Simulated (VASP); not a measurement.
# ReS (Fm-3m) in VASP: notebook

The runs below take ReS through relaxation of cell and atoms, single point, with PBE.

Program: VASP 6.6.1. These are calculated values, not measurements. Logs are shortened: lines on timing, memory, paths and dates and some standing lists are left out, and cuts for length are marked.

### Step 1. The cell of the first run

The structure is cubic, space group Fm-3m (No. 225). The conventional cell has a = 4.734 Å, b = 4.734 Å, c = 4.734 Å, α = 90.00°, β = 90.00°, γ = 90.00°. Within 3.1 Å of Re (site symmetry m-3m) lie 6 S at 2.37 Å. S (site symmetry m-3m) has 6 Re at 2.37 Å within 3.1 Å.

### Step 2. Relaxation of cell and atoms, PBE

INCAR reads:

```
SYSTEM = ReS
PREC     = Accurate       ! precision mode
ENCUT    = 500            ! plane-wave cutoff, eV
EDIFF    = 1E-7           ! SCF threshold, eV
ISMEAR   = 0              ! smearing method
SIGMA    = 0.1            ! smearing width, eV
LREAL    = .FALSE.        ! projectors in reciprocal space
LASPH    = .TRUE.         ! aspherical terms in the spheres
NELM     = 120            ! most SCF steps
ALGO     = Normal         ! electronic algorithm
ISIF     = 3              ! what is computed and relaxed
LWAVE    = .FALSE.        ! write WAVECAR
LCHARG   = .FALSE.        ! write CHGCAR
GGA      = PE             ! functional
IBRION   = 2              ! ionic algorithm
NSW      = 100            ! ionic steps
EDIFFG   = -0.05          ! ionic threshold
GGA_COMPAT= .FALSE.      
NELMIN   = 4
```

KPOINTS reads:

```
regular mesh
0
G
  8 8 8
  0 0 0
```

POSCAR reads:

```
ReS
1.0
    0.0000000000      2.3669614094      2.3669614094
    2.3669614094      0.0000000000      2.3669614094
    2.3669614094      2.3669614094      0.0000000000
Re S
1 1
Direct
    0.0000000000      0.0000000000      0.0000000000
    0.5000000000      0.5000000000      0.5000000000
```

Potentials or basis: VASP PAW PBE potentials, release 64 (Re_sv_GW, S).

Run with:

```sh
$ cat potpaw_PBE.64/Re_sv_GW/POTCAR potpaw_PBE.64/S/POTCAR > POTCAR
$ mpirun -np 1 vasp_std > vasp.out
```

OUTCAR:

```text
SYSTEM = ReS
   PREC = Accurate
   ENCUT = 500
   EDIFF = 1E-7
   ISMEAR = 0
   LREAL = .FALSE.
   LASPH = .TRUE.
   NELM = 120
   ISIF = 3
   GGA = PE
   IBRION = 2
   NSW = 100
   EDIFFG = -0.05
   NELMIN = 4

 ion  position               nearest neighbor table
   1  0.000  0.000  0.000-   2 2.37   2 2.37   2 2.37   2 2.37   2 2.37   2 2.37
   2  0.500  0.500  0.500-   1 2.37   1 2.37   1 2.37   1 2.37   1 2.37   1 2.37

  LATTYP: Found a face centered cubic cell.
 ALAT       =     4.7339228188

  Lattice vectors:

 A1 = (   0.0000000000,   2.3669614094,   2.3669614094)
 A2 = (   2.3669614094,   0.0000000000,   2.3669614094)
 A3 = (   2.3669614094,   2.3669614094,   0.0000000000)

Analysis of symmetry for initial positions (statically):
=====================================================================
 Subroutine PRICEL returns:
 Original cell was already a primitive cell.

 Routine SETGRP: Setting up the symmetry group for a
 face centered cubic supercell.

 Subroutine GETGRP returns: Found 48 space group operations
 (whereof 48 operations were pure point group operations)
 out of a pool of 48 trial point group operations.

The static configuration has the point symmetry O_h .

Analysis of symmetry for dynamics (positions and initial velocities):
=====================================================================
 Subroutine PRICEL returns:
 Original cell was already a primitive cell.

 Routine SETGRP: Setting up the symmetry group for a
 face centered cubic supercell.

 Subroutine GETGRP returns: Found 48 space group operations
 (whereof 48 operations were pure point group operations)
 out of a pool of 48 trial point group operations.

The dynamic configuration has the point symmetry O_h .

 Subroutine INISYM returns: Found 48 space group operations
 (whereof 48 operations are pure point group operations),
 and found     1 'primitive' translations

----------------------------------------------------------------------------------------

                                     Primitive cell

  volume of cell :      26.5218

  direct lattice vectors                    reciprocal lattice vectors
     0.000000000  2.366961409  2.366961409    -0.211241298  0.211241298  0.211241298
     2.366961409  0.000000000  2.366961409     0.211241298 -0.211241298  0.211241298
     2.366961409  2.366961409  0.000000000     0.211241298  0.211241298 -0.211241298

  length of vectors
     3.347388927  3.347388927  3.347388927     0.365880660  0.365880660  0.365880660

  position of ions in fractional coordinates (direct lattice)
     0.000000000  0.000000000  0.000000000
     0.500000000  0.500000000  0.500000000

  ion indices of the primitive-cell ions
   primitive index   ion index
                 1           1
                 2           2

----------------------------------------------------------------------------------------

 KPOINTS: regular mesh

Automatic generation of k-mesh.
 Grid dimensions read from file:
 generate k-points for:    8    8    8

 Generating k-lattice:

  Cartesian coordinates                     Fractional coordinates (reciprocal lattice)
    -0.026405162  0.026405162  0.026405162     0.125000000  0.000000000  0.000000000
     0.026405162 -0.026405162  0.026405162     0.000000000  0.125000000  0.000000000
     0.026405162  0.026405162 -0.026405162     0.000000000  0.000000000  0.125000000

  Length of vectors
     0.045735083  0.045735083  0.045735083

  Shift w.r.t. Gamma in fractional coordinates (k-lattice)
     0.000000000  0.000000000  0.000000000

 Subroutine IBZKPT returns following result:
 ===========================================

 Found     29 irreducible k-points:

 Following reciprocal coordinates:
            Coordinates               Weight
  0.000000  0.000000  0.000000      1.000000
  0.125000  0.000000  0.000000      8.000000
  0.250000  0.000000  0.000000      8.000000
  0.375000  0.000000  0.000000      8.000000
  0.500000  0.000000  0.000000      4.000000
  0.125000  0.125000  0.000000      6.000000
[... 16 lines left out ...]
[... 38 lines left out ...]
     AMIX_MAG =   1.60;   BMIX_MAG =  1.00
  volume/ion in A,a.u.               =      13.26        89.49
  Fermi-wavevector in a.u.,A,eV,Ry     =   1.514538  2.862061 31.209376  2.293824
  Thomas-Fermi vector in A             =   2.624182
   LORBIT       =      0    0 simple, 1 ext, 2 COOP (PROOUT), +10 PAW based schemes
   GGA     = PE    functional components
   LHFCALC =     F    Hartree Fock is set to
   AEXX    =    0.0000 exact exchange contribution
   IVDW    =     0    specifies the selected vdW correction
   LEPSILON=     F    determine dielectric tensor
   LRPA    =     F    only Hartree local field effects (RPA)
 conjugate gradient relaxation of ions
 non-spin polarized calculation
 Gauss-broadening in eV      SIGMA  =   0.10
  energy-cutoff  :      500.00
  volume of cell :       26.52
 maximum number of plane-waves:       692
   NGX = 13   NGY = 13   NGZ = 13

--------------------------------------- Ionic step        1  -------------------------------------------

 number of electron      20.9999999 magnetization

 Free energy of the ion-electron system (eV)
  ---------------------------------------------------
  ext. energy  EPLUGINS =         0.00000000
  ---------------------------------------------------
  free energy    TOTEN  =       -15.86627957 eV

  energy without entropy =      -15.84843038  energy(sigma->0) =      -15.85735497

------------------------ aborting loop because EDIFF is reached ----------------------------------------

  FORCE on cell =-STRESS in cart. coord.  units (eV):
  Direction    XX          YY          ZZ          XY          YZ          ZX
  --------------------------------------------------------------------------------------
  -------------------------------------------------------------------------------------
  Total        4.8710496      4.8710496      4.8710496      0.0000000     -0.0000000      0.0000000
  in kB      294.2588973    294.2588973    294.2588973      0.0000000     -0.0000000      0.0000000
  external PRESSURE =     294.2588973 kB  Pullay stress =       0.0000000 kB
[... 21 lines left out ...]
  energy  without entropy=      -15.8484303755  energy(sigma->0) =      -15.85735497

--------------------------------------- Ionic step        2  -------------------------------------------

 number of electron      20.9999997 magnetization

 E-fermi :   8.5135     XC(G=0): -11.5276

 val. band max:        8.5081297731   @ k =  -0.2500   0.2500   0.0000
 cond. band min:       8.5209915889   @ k =   0.5000   0.2500   0.0000
 fundamental gap:      0.0128618158
 Fermi energy:         8.5134744107

 k-point     1 :       0.0000    0.0000    0.0000
  band No.  band energies     occupation
      1     -71.6550      2.00000
      2     -33.5160      2.00000
      3     -33.5160      2.00000
      4     -33.5160      2.00000
      5      -6.7974      2.00000
      6       5.7707      2.00000
      7       5.7707      2.00000
      8       5.7707      2.00000
      9       6.6219      2.00000
     10       6.6219      2.00000
     11       6.6219      2.00000
     12       6.8652      2.00000
     13       6.8652      2.00000
     14       9.3222      0.00000
[... 460 lines left out ...]
  energy  without entropy=      -16.0993077431  energy(sigma->0) =      -16.11080659

--------------------------------------- Ionic step        4  -------------------------------------------

 number of electron      20.9999999 magnetization

 Free energy of the ion-electron system (eV)
  ---------------------------------------------------
  ext. energy  EPLUGINS =         0.00000000
  ---------------------------------------------------
  free energy    TOTEN  =       -16.12355425 eV

  energy without entropy =      -16.10084744  energy(sigma->0) =      -16.11220084

 E-fermi :  11.8077     XC(G=0): -12.6994

 val. band max:       11.8033890866   @ k =   0.2500   0.1250   0.0000
 cond. band min:      11.8285968883   @ k =  -0.2500   0.2500   0.0000
 fundamental gap:      0.0252078017
 Fermi energy:        11.8077084565

 k-point     1 :       0.0000    0.0000    0.0000
  band No.  band energies     occupation
      1     -68.5020      2.00000
      2     -30.3935      2.00000
      3     -30.3935      2.00000
      4     -30.3935      2.00000
      5      -5.2541      2.00000
      6       8.6827      2.00000
      7       8.6827      2.00000
      8       8.6827      2.00000
      9       8.9075      2.00000
     10       8.9075      2.00000
     11       8.9075      2.00000
     12       9.3078      2.00000
     13       9.3078      2.00000
     14      14.2644      0.00000
[... 420 lines left out ...]
  FREE ENERGIE OF THE ION-ELECTRON SYSTEM (eV)
  ---------------------------------------------------
  free  energy   TOTEN  =       -16.1235542469 eV

  energy  without entropy=      -16.1008474407  energy(sigma->0) =      -16.11220084

 reached required accuracy - stopping structural energy minimisation
```

It took 38 s on 1 thread of Intel Xeon Platinum 8488C (Sapphire Rapids), shared host; peak memory 0.15 GiB.

Results:

```
Free energy                            : -16.1236 eV
Relaxed volume                         : 14.85 Å³/atom
Relaxed cell                           : a = 3.476 Å, b = 3.476 Å, c = 3.476 Å, α = 60.00°, β = 60.00°, γ = 60.00°
Space group after relaxing (to 0.05 Å) : Fm-3m (No. 225)
Energy gained by relaxing              : 128.6 meV/atom
Ionic steps                            : 4
Pressure after relaxing                : -0.3 GPa
```

Step by step:
```csv
step,energy change (eV),largest force (eV/Å),pressure (GPa),volume (Å³)
1,0.0000,0.0000,29.43,26.52
2,0.4765,0.0000,-25.55,37.01
3,-0.2560,0.0000,-1.64,29.90
4,-0.2573,0.0000,-0.28,29.69
```

Final structure:
```
Re S
1.0
     0.00000    2.45769    2.45769
     2.45769    0.00000    2.45769
     2.45769    2.45769    0.00000
Re S
1 1
Direct
  0.00000 0.00000 0.00000
  0.50000 0.50000 0.50000
```

Levels at points of the mesh, in eV from the Fermi level:
| k point | band 7 | band 8 | band 9 | band 10 | band 11 | band 12 | band 13 | band 14 |
| --- | --- | --- | --- | --- | --- | --- | --- | --- |
| (0.00, 0.00, 0.00) | -3.13 | -3.13 | -2.90 | -2.90 | -2.90 | -2.50 | -2.50 | 2.46 |
| (0.50, 0.00, 0.00) | -6.82 | -6.82 | -0.32 | -0.32 | 0.24 | 2.31 | 5.28 | 5.28 |
| (0.50, 0.50, 0.00) | -4.83 | -4.66 | -4.66 | -1.39 | 0.37 | 0.46 | 0.46 | 2.51 |

Caveat: spin-orbit coupling is left out, which moves the levels of the heavy elements.

### Step 3. Single point, PBE, collinear spin, ferromagnetic start

This run uses another cell than the first one, of 14.92 Å³/atom, 1.125 times its volume.

INCAR reads:

```
SYSTEM = ReS
  PREC = Accurate
  ENCUT = 500
  EDIFF = 1E-6
  ISMEAR = 0
  SIGMA = 0.1
  LREAL = .False.
  LASPH = .True.
  NELM = 200
  ALGO = Normal
  ISIF = 2
  LWAVE = .False.
  LCHARG = .False.
  ISPIN = 2
  MAGMOM = 3.5 0
  LORBIT = 11
  LMAXMIX = 4
  GGA = PE
  NBANDS = 22
  GGA_COMPAT = .False.
```

KPOINTS reads:

```
regular mesh
0
Gamma
  14 14 14
  0 0 0
```

POSCAR reads:

```
ReS
1.0
    0.0000000000      2.4617002155      2.4617002155
    2.4617002155      0.0000000000      2.4617002155
    2.4617002155      2.4617002155      0.0000000000
Re S
1 1
Direct
    0.0000000000      0.0000000000      0.0000000000
    0.5000000000      0.5000000000      0.5000000000
```

Potentials or basis: VASP PAW PBE potentials, release 64 (Re_sv_GW, S).

Run with:

```sh
$ cat potpaw_PBE.64/Re_sv_GW/POTCAR potpaw_PBE.64/S/POTCAR > POTCAR
$ mpirun -np 1 vasp_std > vasp.out
```

Wall time 1.7 min (1 thread of Intel Xeon 6975P-C (Granite Rapids), shared host); peak memory 0.25 GiB.

Results (log left out):

```yaml
Free_energy: -16.1488 eV
Pressure: 0.2 GPa
Net_moment: 0.90 μB per cell
Site_moments: Re +0.84; S +0.01 μB
Valence_electrons_inside_the_program's_atomic_spheres: Re 13.90; S 3.66
```

Levels at points of the mesh, in eV from the Fermi level:
Spin up:
```
           k point  band 9  band 10  band 11  band 12  band 13  band 14
(0.00, 0.00, 0.00)   -3.08    -3.08    -3.08    -2.60    -2.60     2.35
(0.50, 0.00, 0.00)   -0.57    -0.57     0.00     2.30     5.16     5.16
(0.50, 0.50, 0.00)   -4.62    -1.51     0.18     0.18     0.23     2.36
```
Spin down:
```csv
k point,band 7,band 8,band 9,band 10,band 11,band 12,band 13,band 14
"(0.00, 0.00, 0.00)",-3.04,-3.04,-2.53,-2.53,-2.53,-2.22,-2.22,2.60
"(0.50, 0.00, 0.00)",-6.63,-6.63,0.09,0.09,0.62,2.44,5.44,5.44
"(0.50, 0.50, 0.00)",-4.56,-4.56,-4.49,-1.11,0.62,0.90,0.90,2.73
```

Caveat: spin-orbit coupling is left out, which moves the levels of the heavy elements.

### Step 4. Single point, PBE, collinear spin, ferromagnetic start

This run uses another cell than the first one, of 12.83 Å³/atom, 0.967 times its volume.

INCAR reads:

```
PREC     = Accurate       # precision mode
ENCUT    = 500            # plane-wave cutoff, eV
EDIFF    = 1E-6           # SCF threshold, eV
ISMEAR   = 0              # smearing method
SIGMA    = 0.1            # smearing width, eV
LREAL    = False          # projectors in reciprocal space
LASPH    = True           # aspherical terms in the spheres
NELM     = 200            # most SCF steps
ALGO     = Normal         # electronic algorithm
ISIF     = 2              # what is computed and relaxed
LWAVE    = False          # write WAVECAR
LCHARG   = False          # write CHGCAR
ISPIN    = 2              # spin polarisation
MAGMOM   = 3.5 0          # initial moments
LORBIT   = 11             # projections on sites
LMAXMIX  = 4              # l up to which the mixer works
GGA      = PE             # functional
NBANDS   = 22             # bands
GGA_COMPAT= False
```

KPOINTS reads:

```
Automatic mesh
0
Gamma
  14 14 14
```

POSCAR reads:

```
ReS
1.0
    0.0000000000      2.3409994631      2.3409994631
    2.3409994631      0.0000000000      2.3409994631
    2.3409994631      2.3409994631      0.0000000000
Re S
1 1
Direct
    0.0000000000      0.0000000000      0.0000000000
    0.5000000000      0.5000000000      0.5000000000
```

Run with:

```sh
$ cat potpaw_PBE.64/Re_sv_GW/POTCAR potpaw_PBE.64/S/POTCAR > POTCAR
$ mpirun -np 1 vasp_std > vasp.out
```

Run time: 60 s. Hardware: 1 thread of AMD EPYC 9R45 (Zen 5), shared host; peak memory 0.19 GiB.

The run converged. Its results:

```
Free energy                                           : -15.6610 eV
Pressure                                              : 41.4 GPa
Net moment                                            : 0.00 μB per cell
Valence electrons inside the program's atomic spheres : Re 14.19; S 3.76
```

Levels at points of the mesh, in eV from the Fermi level:
Spin up:
| k point | band 8 | band 9 | band 10 | band 11 | band 12 | band 13 |
| --- | --- | --- | --- | --- | --- | --- |
| (0.00, 0.00, 0.00) | -3.71 | -3.27 | -3.27 | -3.27 | -3.16 | -3.16 |
| (0.50, 0.00, 0.00) | -7.84 | -0.40 | -0.40 | 0.41 | 2.09 | 6.02 |
| (0.50, 0.50, 0.00) | -5.01 | -5.01 | -1.78 | 0.58 | 0.60 | 0.60 |
Spin down:
| k point | band 6 | band 7 | band 8 | band 9 | band 10 | band 11 | band 12 | band 13 | band 14 | band 15 |
| --- | --- | --- | --- | --- | --- | --- | --- | --- | --- | --- |
| (0.00, 0.00, 0.00) | -3.71 | -3.71 | -3.71 | -3.27 | -3.27 | -3.27 | -3.16 | -3.16 | 3.95 | 8.46 |
| (0.50, 0.00, 0.00) | -10.89 | -7.84 | -7.84 | -0.40 | -0.40 | 0.41 | 2.09 | 6.02 | 6.02 | 6.63 |
| (0.50, 0.50, 0.00) | -7.98 | -6.06 | -5.01 | -5.01 | -1.78 | 0.58 | 0.60 | 0.60 | 3.77 | 11.81 |

Caveat: spin-orbit coupling is left out, which moves the levels of the heavy elements.

### Step 5. Single point, PBE, collinear spin, ferromagnetic start

This run uses another cell than the first one, of 11.93 Å³/atom, 0.900 times its volume.

INCAR reads:

```
SYSTEM = ReS
PREC = Accurate
ENCUT = 500
EDIFF = 1E-6
ISMEAR = 0
SIGMA = 0.1
LREAL = .False.
LASPH = .True.
NELM = 200
ALGO = Normal
ISIF = 2
LWAVE = .False.
LCHARG = .False.
ISPIN = 2
MAGMOM = 3.5 0
LORBIT = 11
LMAXMIX = 4
GGA = PE
NBANDS = 22
GGA_COMPAT = .False.
```

KPOINTS reads:

```
Automatic mesh
0
Gamma
  14 14 14
  0 0 0
```

POSCAR reads:

```
ReS
1.0
    0.0000000000      2.2852400464      2.2852400464
    2.2852400464      0.0000000000      2.2852400464
    2.2852400464      2.2852400464      0.0000000000
Re S
1 1
Direct
    0.0000000000      0.0000000000      0.0000000000
    0.5000000000      0.5000000000      0.5000000000
```

Run with:

```sh
$ cat potpaw_PBE.64/Re_sv_GW/POTCAR potpaw_PBE.64/S/POTCAR > POTCAR
$ mpirun -np 1 vasp_std > vasp.out
```

It took 44 s on 1 thread of AMD EPYC 9R45 (Zen 5), shared host; peak memory 0.18 GiB.

Results (log left out):

```
Free energy                                           : -15.0133 eV
Pressure                                              : 73.5 GPa
Net moment                                            : 0.00 μB per cell
Valence electrons inside the program's atomic spheres : Re 14.39; S 3.82
```

Levels at points of the mesh, in eV from the Fermi level:
Spin up:
| k point | band 7 | band 8 | band 9 | band 10 | band 11 | band 12 | band 13 | band 14 |
| --- | --- | --- | --- | --- | --- | --- | --- | --- |
| (0.00, 0.00, 0.00) | -4.21 | -4.21 | -3.56 | -3.56 | -3.36 | -3.36 | -3.36 | 4.77 |
| (0.50, 0.00, 0.00) | -8.43 | -8.43 | -0.47 | -0.47 | 0.49 | 1.93 | 6.02 | 6.02 |
| (0.50, 0.50, 0.00) | -6.79 | -5.18 | -5.18 | -2.02 | 0.65 | 0.65 | 0.69 | 4.50 |
Spin down:
```
           k point  band 7  band 8  band 9  band 10  band 11  band 12  band 13  band 14
(0.00, 0.00, 0.00)   -4.21   -4.21   -3.56    -3.56    -3.36    -3.36    -3.36     4.77
(0.50, 0.00, 0.00)   -8.43   -8.43   -0.47    -0.47     0.49     1.93     6.02     6.02
(0.50, 0.50, 0.00)   -6.79   -5.18   -5.18    -2.02     0.65     0.65     0.69     4.50
```

Caveat: spin-orbit coupling is left out, which moves the levels of the heavy elements.

### Step 6. Summary

| task | spin | cell | k mesh | gap on the mesh (eV) | pressure (GPa) | moment (μB) |
| --- | --- | --- | --- | --- | --- | --- |
| relaxation of cell and atoms | off | relaxed from a = 3.347 Å, angles 60.0°, 2 atoms | 8 × 8 × 8 | none | -0.3 | - |
| single point | collinear, ferromagnetic start | a = 3.481 Å, angles 60.0°, 2 atoms | 14 × 14 × 14 | none | 0.2 | 0.90 |
| single point | collinear, ferromagnetic start | a = 3.311 Å, angles 60.0°, 2 atoms | 14 × 14 × 14 | none | 41.4 | 0.00 |
| single point | collinear, ferromagnetic start | a = 3.232 Å, angles 60.0°, 2 atoms | 14 × 14 × 14 | none | 73.5 | 0.00 |

Alike in all rows: level PBE; potentials or basis VASP PAW PBE potentials, release 64 (Re_sv_GW, S); cutoff (eV) 500; smearing gaussian 0.1 eV.

Caveats: spin-orbit coupling is left out, which moves the levels of the heavy elements.

Absolute energies hang on the potentials; compare differences alone.
